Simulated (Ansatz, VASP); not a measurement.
## One calculation of HC20, two programs

```
CELL_PARAMETERS angstrom
7.20155 0.00000 0.00000
-3.31941 7.79078 0.00000
0.00000 0.00000 22.79168
ATOMIC_POSITIONS crystal
C 0.25011 0.16670 0.17550
C 0.25011 0.66670 0.17550
C 0.75011 0.16670 0.17550
C 0.75011 0.66670 0.17550
C 0.24989 0.33330 0.17550
C 0.24989 0.83330 0.17550
C 0.74989 0.33330 0.17550
C 0.74989 0.83330 0.17550
C 0.25011 0.41670 0.22913
C 0.25011 0.91670 0.22913
C 0.75011 0.41670 0.22913
C 0.75011 0.91670 0.22913
C 0.24989 0.08330 0.22913
C 0.24989 0.58330 0.22913
C 0.74989 0.08330 0.22913
C 0.74989 0.58330 0.22913
C 0.25005 0.16765 0.28273
C 0.25005 0.66765 0.28273
C 0.75005 0.16765 0.28273
C 0.75005 0.66765 0.28273
C 0.24995 0.33235 0.28273
C 0.24995 0.83235 0.28273
C 0.74995 0.33235 0.28273
C 0.74995 0.83235 0.28273
C 0.25006 0.41834 0.33654
C 0.25006 0.91834 0.33654
C 0.75006 0.41834 0.33654
C 0.75006 0.91834 0.33654
C 0.24994 0.08166 0.33654
C 0.24994 0.58166 0.33654
C 0.74994 0.08166 0.33654
C 0.74994 0.58166 0.33654
C 0.25019 0.17717 0.38574
C 0.25019 0.67717 0.38574
C 0.75019 0.17717 0.38574
C 0.75019 0.67717 0.38574
C 0.24981 0.32283 0.38574
C 0.24981 0.82283 0.38574
C 0.74981 0.32283 0.38574
C 0.74981 0.82283 0.38574
H 0.99981 0.16637 0.43357
H 0.99981 0.47929 0.43357
```

Alike in both runs: task single point; functional LDA; k mesh 4 × 4 × 1; occupations gaussian, width 0.05 eV; no spin polarisation.

|  | VASP | Ansatz |
| --- | --- | --- |
| version | VASP 6.6.1 | Ansatz 0.2.0 |
| potentials or method | VASP PAW LDA potentials, release 64 (C, H), cutoff 520 eV | scalar-relativistic, plane waves, PAW |
| valence electrons in the cell | 162 | 162 |

```tsv
	VASP	Ansatz	Ansatz less VASP
gap on the k mesh at the Fermi level (eV)	none	none	-
rms of the force components (eV/Å)	1.976	1.980	+0.0039
```

Ansatz warns that its potentials were made for another functional, while VASP's fit it. LDA's correlation is that of Perdew and Zunger in VASP and of Perdew and Wang (1992) in Ansatz. Atom by atom the forces differ by 0.029 eV/Å (rms over components). A gap of «none» marks a metal or a gap that the smearing closes.
